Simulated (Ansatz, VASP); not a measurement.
**One calculation of Al2Ga, two programs**

```
Al Ga
1.0
    -2.17441    2.17441    3.07290
     2.17441   -2.17441    3.07290
     2.17441    2.17441   -3.07290
Al Ga
2 1
Cartesian
  0.0000 2.1744 1.5365
  2.1744 0.0000 1.5365
  0.0000 0.0000 0.0000
```

Alike in both runs: functional PBE; k mesh 14 × 14 × 14; occupations gaussian, width 0.1 eV; no spin polarisation.

Ansatz relaxed the structure, and its values are those at the end. VASP's run is a single point on that final structure, the one shown.

|  | VASP | Ansatz |
| --- | --- | --- |
| version | VASP 6.6.1 | Ansatz 0.2.0 |
| potentials or method | VASP PAW PBE potentials, release 64 (Al, Ga_d), cutoff 520 eV | scalar-relativistic, plane waves, PAW |
| valence electrons in the cell | 19 | 19 |

|  | VASP | Ansatz | Ansatz less VASP |
| --- | --- | --- | --- |
| gap on the k mesh at the Fermi level (eV) | none | none | - |
| pressure (GPa) | 0.0 | 0.0 | -0.03 |

A gap of «none» marks a metal or a gap that the smearing closes.
